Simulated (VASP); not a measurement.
Here is a VASP 6.6.1 calculation.

Contents of POSCAR:

```
SnO2
1.0
    4.7948945694      0.0000000000      0.0000000000
    0.0000000000      4.7948945694      0.0000000000
    0.0000000000      0.0000000000      3.1052318657
Sn O
2 4
Direct
    0.5000000000      0.5000000000      0.5000000000
    0.0000000000      0.0000000000      0.0000000000
    0.1946102694      0.8053897306      0.5000000000
    0.8053897306      0.1946102694      0.5000000000
    0.3053897306      0.3053897306      0.0000000000
    0.6946102694      0.6946102694      0.0000000000
```

The input INCAR.step1:

```
SYSTEM = SnO2
  PREC = Accurate
  ENCUT = 520
  ISMEAR = 0
  SIGMA = 0.02
  LREAL = .FALSE.
  LASPH = .TRUE.
  NELM = 60
  NBANDS = 35
  GGA = PE
  ALGO = Normal
  EDIFF = 1E-4
  LWAVE = .TRUE.
  LCHARG = .FALSE.
```

The input INCAR.step2:

```
SYSTEM = SnO2
  PREC = Accurate
  ENCUT = 520
  EDIFF = 1E-6
  ISMEAR = 0
  SIGMA = 0.02
  LREAL = .FALSE.
  LASPH = .TRUE.
  NELM = 60
  ALGO = Normal
  ISIF = 2
  LWAVE = .FALSE.
  LCHARG = .FALSE.
  METAGGA = R2SCAN
  LMIXTAU = .TRUE.
  NBANDS = 35
  ISTART = 1
```

KPOINTS

```
Automatic mesh
0
G
  6 6 8
  0 0 0
```

Potentials or basis: VASP PAW PBE potentials, release 64 (Sn_d, O).

The run is started by

```sh
$ cat potpaw_PBE.64/Sn_d/POTCAR potpaw_PBE.64/O/POTCAR > POTCAR
$ cp INCAR.step1 INCAR
$ mpirun -np 1 vasp_std > vasp.out
$ cp INCAR.step2 INCAR
$ mpirun -np 1 vasp_std > vasp.out
```

Question: What does it give for the band gap on the k mesh?

Answer: 2.09 eV, direct.

Question: Estimate the largest force.

Answer: 0.169 eV/Å.

Question: Predict the pressure.

Answer: 6.4 GPa.

Forces in eV/Å, atoms in the order of the input:
```
Sn   0.000  0.000  0.000
Sn   0.000  0.000  0.000
O    0.120 -0.120  0.000
O   -0.120  0.120  0.000
O   -0.120 -0.120  0.000
O    0.120  0.120  0.000
```

Caveat: the cell differs from its parent crystal (uniaxial strain along c: -3.0 %); the PAW data sets were made with another functional, which shifts forces and pressure a little; spin-orbit coupling is left out, which moves the levels of the heavy elements.
